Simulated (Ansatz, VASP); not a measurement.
**Two plane-wave programs on CuO**

```xyz
4
Lattice="3.4221 0.0684 0.0000 0.0684 3.4221 0.0000 0.0000 0.0000 4.2605" Properties=species:S:1:pos:R:3 pbc="T T T"
Cu    0.0342    1.7110    0.0000
Cu    1.7110    0.0342    2.1302
O     0.0000    0.0000    1.0651
O     0.0000    0.0000    3.1953
```

Alike in both runs: functional PBE; k mesh 7 × 7 × 5; occupations fermi-dirac, width 0.05 eV; no spin polarisation.

```csv
,VASP,Ansatz
version,VASP 6.6.1,Ansatz 0.2.0
potentials or method,"VASP PAW PBE potentials, release 64 (Cu, O)",Ansatz PAW
plane-wave cutoff (eV),600,420
valence electrons in the cell,34,50
task,single point,band structure
```

|  | VASP | Ansatz | Ansatz less VASP |
| --- | --- | --- | --- |
| gap on the k mesh at the Fermi level (eV) | none | none | - |
| pressure (GPa) | -2.2 | -2.8 | -0.60 |
| traceless stress, the component that is largest in VASP (GPa) | 23.64 | 24.19 | +0.548 |

A gap of «none» marks a metal or a gap that the smearing closes. VASP's potentials hold 34 valence electrons a cell and Ansatz's 50, so a difference there can come from the potentials and not from the codes.
